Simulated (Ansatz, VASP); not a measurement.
## BaZrO3: VASP beside Ansatz

```xyz
5
Lattice="4.1913 0.0000 0.0000 0.0000 4.1913 0.0000 0.0000 0.0000 4.1913" Properties=species:S:1:pos:R:3 pbc="T T T"
Ba    0.0000    0.0000    0.0000
Zr    2.0957    2.0957    2.0957
O     0.0000    2.0957    2.0957
O     2.0957    0.0000    2.0957
O     2.0957    2.0957    0.0000
```

Alike in both runs: task relaxation of cell and atoms; functional PBE; dispersion D3(BJ); k mesh 6 × 6 × 6; occupations gaussian, width 0.01 eV; no spin polarisation.

|  | VASP | Ansatz |
| --- | --- | --- |
| version | VASP 6.6.1 | Ansatz 0.2.0 |
| potentials or method | VASP PAW PBE potentials, release 64 (Ba_sv, Zr_sv, O), cutoff 600 eV | plane waves, PAW |
| valence electrons in the cell | 40 | 40 |

VASP gave:

| Quantity | Value |
| --- | --- |
| relaxed volume (Å³/atom) | 14.93 |
| relaxed cell length with the largest relative difference (Å) | 4.211 |

Question: What did Ansatz give for the same quantities?

Answer: Relaxed volume (Å³/atom): 14.85; relaxed cell length with the largest relative difference (Å): 4.203.

Neither program's run includes spin-orbit coupling.
